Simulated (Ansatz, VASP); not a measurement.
## C: VASP beside Ansatz

```xyz
4
Lattice="2.4640 0.0000 0.0000 -1.2320 2.1339 0.0000 0.0000 0.0000 6.7110" Properties=species:S:1:pos:R:3 pbc="T T T"
C     0.0000    0.0000    1.6778
C     0.0000    0.0000    5.0333
C     0.0000    1.4226    1.6778
C     1.2320    0.7113    5.0333
```

Alike in both runs: task relaxation of cell and atoms; functional RPBE; k mesh 8 × 8 × 3; occupations fermi-dirac, width 0.05 eV; no spin polarisation.

```csv
,VASP,Ansatz
version,VASP 6.6.1,Ansatz 0.2.0
potentials or method,"VASP PAW PBE potentials, release 64 (C), cutoff 600 eV","plane waves (420 eV) with PAW, scalar-relativistic"
valence electrons in the cell,16,16
```

Ansatz gave:

```
relaxed volume (Å³/atom)                                     : 12.83
relaxed cell length with the largest relative difference (Å) : 9.655
```

Task: Which values does VASP return?

Result: Relaxed volume (Å³/atom): 11.01; relaxed cell length with the largest relative difference (Å): 8.282.

VASP's potentials were made for PBE, not for RPBE. One of these differences is far larger than is usual between the two programs; its cause wasn't traced.

Noted on VASP's run: the volume moved by over 15 % at a fixed basis, so the end points are rough.
